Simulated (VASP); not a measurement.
A run of VASP 6.6.1:

Contents of INCAR:

```
SYSTEM = SiO2
PREC     = Accurate       ! precision mode
ENCUT    = 600            ! plane-wave cutoff, eV
EDIFF    = 1E-6           ! SCF threshold, eV
ISMEAR   = 0              ! smearing method
SIGMA    = 0.1            ! smearing width, eV
LREAL    = .FALSE.        ! projectors in reciprocal space
LASPH    = .TRUE.         ! aspherical terms in the spheres
NELM     = 100            ! most SCF steps
ALGO     = Normal         ! electronic algorithm
ISIF     = 3              ! what is computed and relaxed
LWAVE    = .FALSE.        ! write WAVECAR
LCHARG   = .FALSE.        ! write CHGCAR
GGA      = PE             ! functional
IBRION   = 2              ! ionic algorithm
NSW      = 90             ! ionic steps
EDIFFG   = -0.04          ! ionic threshold
```

The input KPOINTS:

```
Automatic mesh
0
G
  4 4 6
  0 0 0
```

The input POSCAR:

```
SiO2
1.0
    4.1039701600      0.0000000000      0.0000000000
    0.0000000000      4.1039701600      0.0000000000
    0.0000000000      0.0000000000      2.7587717400
Si O
2 4
Direct
    0.5000000000      0.0000000000      0.7476687700
    0.0000000000      0.5000000000      0.2523312300
    0.8549012600      0.3549012600      0.6256704000
    0.6450987400      0.8549012600      0.3743296000
    0.1450987400      0.6450987400      0.6256704000
    0.3549012600      0.1450987400      0.3743296000
```

Potentials or basis: VASP PAW PBE potentials, release 64 (Si, O).

Launch:

```console
$ cat potpaw_PBE.64/Si/POTCAR potpaw_PBE.64/O/POTCAR > POTCAR
$ mpirun -np 1 vasp_std > vasp.out
```

Hardware: 1 thread of Intel(R) Xeon(R) Platinum 8259CL CPU @ 2.50GHz (Skylake/Cascade Lake) (shared host).

Question: Estimate the wall time of this run.

Answer: It took 6.1 min on 1 thread of Intel(R) Xeon(R) Platinum 8259CL CPU @ 2.50GHz (Skylake/Cascade Lake), with other jobs on the host, peak memory 0.18 GiB. Counts: scf iterations 172, k points 24, ion steps 20.
